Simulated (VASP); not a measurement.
Crystal: SrAlO.

```xyz
3
Lattice="4.2542 0.0000 0.0000 0.0000 4.2542 0.0000 0.0000 0.0000 3.3255" Properties=species:S:1:pos:R:3 pbc="T T T"
Sr    0.0000    0.0000    2.8813
Al    2.1271    2.1271    1.8785
O     2.1271    2.1271    0.1952
```

| Item | Value |
| --- | --- |
| Program | VASP 6.6.1 |
| Task | relaxation of cell and atoms |
| Functional | PBE |
| Potentials or basis | VASP PAW PBE potentials, release 64 (Sr_sv, Al, O) |
| Cutoff | 600 eV |
| k mesh | 4 × 4 × 6 |
| Occupations | gaussian, width 0.1 eV |
| Spin | no spin polarisation |

At the start: pressure 14.4 GPa; volume 20.06 Å³/atom.

Q: Where does the relaxation end?

A: Over 23 steps the energy falls by 662.6 meV/atom and the volume is 18.61 Å³/atom (-7.2 %); space group P4/mmm (No. 123, to 0.05 Å).

Step by step:
```
step  energy change (eV)  largest force (eV/Å)  pressure (GPa)  volume (Å³)
   1              0.0000                2.2588           14.42        60.19
   2             -0.7579                1.4314           -7.50        76.38
   3             -0.9167                1.7034           -2.84        69.81
   4             -1.2104                1.6222           -3.39        67.34
   5             -1.8526                0.9925           -1.81        60.00
   6             -0.1983                4.2649           30.83        45.82
   7             -1.9243                0.8192           -0.16        58.06
   8             -1.9299                0.7541            0.51        57.40
   9             -1.9365                0.5192           -0.62        56.74
  10             -1.9676                0.2580           -0.45        57.10
  11             -1.9676                0.2531           -0.44        57.11
  12             -1.9753                0.1604           -0.02        56.48
  13             -1.9770                0.1269            0.31        56.01
  14             -1.9794                0.0829           -0.20        56.31
  15             -1.9799                0.0679           -0.57        56.56
  16             -1.9814                0.0718           -0.56        56.49
  17             -1.9854                0.0646           -0.45        56.30
  18             -1.9833                0.1794            0.28        55.90
  19             -1.9869                0.0635           -0.32        56.18
  20             -1.9871                0.0700           -0.19        56.10
  21             -1.9871                0.0686           -0.22        56.12
  22             -1.9876                0.0478           -0.08        55.99
  23             -1.9878                0.0212            0.11        55.83
```

Final structure:
```yaml
crystal:
  lattice:
    - [3.73589, 0.00000, 0.00000]
    - [0.00000, 3.73589, 0.00000]
    - [0.00000, 0.00000, 3.99982]
  atoms:
    - { symbol: Sr, position: [0.00000, 0.00000, 0.99596] }
    - { symbol: Al, position: [0.50000, 0.50000, 0.49684] }
    - { symbol: O, position: [0.50000, 0.50000, 0.99719] }
```

Caveat: the k points lie up to 0.42 Å⁻¹ apart in the final cell; an odd number of electrons without spin polarisation forces a metal; a magnetic or distorted state may lie lower.
